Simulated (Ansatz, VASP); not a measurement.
## Mn: VASP beside Ansatz

INCAR

```
SYSTEM = Mn
PREC = Accurate
ENCUT = 520
EDIFF = 1E-7
ISMEAR = -1
SIGMA = 0.05
LREAL = .FALSE.
LASPH = .TRUE.
NELM = 150
ALGO = Normal
ISIF = 2
LWAVE = .FALSE.
LCHARG = .TRUE.
ISPIN = 2
MAGMOM = -0.839
LORBIT = 11
LMAXMIX = 4
GGA = PE
LELF = .TRUE.
LVHAR = .TRUE.
NBANDS = 16
```

The input KPOINTS:

```
regular mesh
0
G
  18 18 18
  0 0 0
```

Contents of POSCAR:

```
Mn
1.0
   -1.4159047809      1.4159047809      1.4159047809
    1.4159047809     -1.4159047809      1.4159047809
    1.4159047809      1.4159047809     -1.4159047809
Mn
1
Direct
    0.0000000000      0.0000000000      0.0000000000
```

Input for Ansatz:

```yaml
crystal:
  lattice:
    - [-1.4159047809, 1.4159047809, 1.4159047809]
    - [1.4159047809, -1.4159047809, 1.4159047809]
    - [1.4159047809, 1.4159047809, -1.4159047809]
  atoms:
    - { symbol: Mn, position: [0.0, 0.0, 0.0], spin: -0.839 }
hamiltonian:
  xc: pbe
  pseudopotentials:
    kind: paw
    azcp:
      Mn: "pseudopotentials/Mn.paw.azcp"
basis:
  ecutwfc: 420
  fft_grid_basis: typed
kpoints:
  mp_grid: { grid: [18, 18, 18], shift: [0, 0, 0] }
magnetization:
  spin_polarized: true
scf:
  occupations: { method: fermi_dirac, width: 0.05 }
  lower_state_search: "off"
output:
  stress: true
```

Alike in both runs: task single point; functional PBE; k mesh 18 × 18 × 18; occupations fermi-dirac, width 0.05 eV; collinear spin.

|  | VASP | Ansatz |
| --- | --- | --- |
| version | VASP 6.6.1 | Ansatz 0.2.0 |
| potentials or method | VASP PAW PBE potentials, release 64 (Mn_pv), cutoff 520 eV | plane waves (420 eV) with PAW, scalar-relativistic |
| valence electrons in the cell | 13 | 15 |

|  | VASP | Ansatz | Ansatz less VASP |
| --- | --- | --- | --- |
| pressure (GPa) | -8.5 | -8.6 | -0.09 |
| net moment per atom (μB) | 0.94 | 0.92 | -0.015 |
| size of the moment on the site where the two differ most (μB) | 0.94 | 0.92 | -0.018 |

Site moments also hang on the region over which each program counts them. VASP's potentials hold 13 valence electrons a cell and Ansatz's 15, so a difference there can come from the potentials and not from the codes.
